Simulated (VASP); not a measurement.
**EuS: single point with PBEsol**

EuS:

```
Eu S
1.0
     0.00000    2.97850    2.97850
     2.97850    0.00000    2.97850
     2.97850    2.97850    0.00000
Eu S
1 1
Direct
  0.00000 0.00000 0.00000
  0.50000 0.50000 0.50000
```

```yaml
Program: VASP 6.6.1
Task: single point
Functional: PBEsol
Potentials_or_basis: VASP PAW PBE potentials, release 64 (Eu, S)
Cutoff: 600 eV
k_mesh: 7 × 7 × 7
Occupations: fermi-dirac, width 0.1 eV
Spin: collinear spin, ferromagnetic start
Starting_moments: "[7.0, 0.0] μB"
Dipole_correction: no
Further_INCAR_settings: ALGO = Normal; EDIFF = 1e-06; NBANDS = 22
```

| Item | Value |
| --- | --- |
| Pressure | -5.8 GPa |
| Net moment | 6.95 μB per cell |
| Site moments | Eu +6.58; S -0.07 μB |
| Valence electrons inside the program's atomic spheres | Eu 14.69; S 3.71 |

Levels at points of the mesh, in eV from the Fermi level:
Spin up:
```tsv
k point	band 12	band 13	band 14	band 15	band 16	band 17	band 18	band 19
(0.00, 0.00, 0.00)	-0.41	-0.09	-0.09	-0.09	0.62	0.93	0.93	0.93
```
Spin down:
```csv
k point,band 5,band 6,band 7,band 8,band 9,band 10,band 11,band 12
"(0.00, 0.00, 0.00)",-13.49,-2.65,-2.65,-2.65,1.22,1.69,1.69,1.69
```

Wall time 63 s on 1 thread of Intel(R) Xeon(R) 6975P-C (Granite Rapids), with other jobs on the host, peak memory 0.27 GiB.

Caveat: the cell stands under tension; the PAW data sets were made with another functional, which shifts forces and pressure a little; spin-orbit coupling is left out, which moves the levels of the heavy elements; a cell with one magnetic atom can't hold antiferromagnetic order, which such compounds often take; semilocal functionals describe open f shells poorly, which spoils levels, moments and volumes. With open d or f shells a metallic result of PBEsol can be an artefact of self-interaction; +U or a hybrid may open a gap.
